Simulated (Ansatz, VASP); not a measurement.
# Two plane-wave programs on Y

```
CELL_PARAMETERS angstrom
0.00000 2.53186 2.53186
2.53186 0.00000 2.53186
2.53186 2.53186 0.00000
ATOMIC_POSITIONS crystal
Y 0.00000 0.00000 0.00000
```

Alike in both runs: functional PBE; k mesh 14 × 14 × 14; occupations fermi-dirac, width 0.05 eV; non-collinear spin, spin-orbit coupling.

Ansatz relaxed the structure, and its values are those at the end. VASP's run is a single point on that final structure, the one shown.

|  | VASP | Ansatz |
| --- | --- | --- |
| version | VASP 6.6.1 | Ansatz 0.2.0 |
| potentials or method | VASP PAW PBE potentials, release 64 (Y_sv) | PAW with Ansatz's default frozen-core files, fully relativistic files with spin-orbit coupling |
| plane-wave cutoff (eV) | 520 | 420 |
| valence electrons in the cell | 11 | 11 |

```csv
,VASP,Ansatz,Ansatz less VASP
pressure (GPa),-0.1,0.0,+0.13
net moment per atom (μB),0.00,0.00,0.000
```
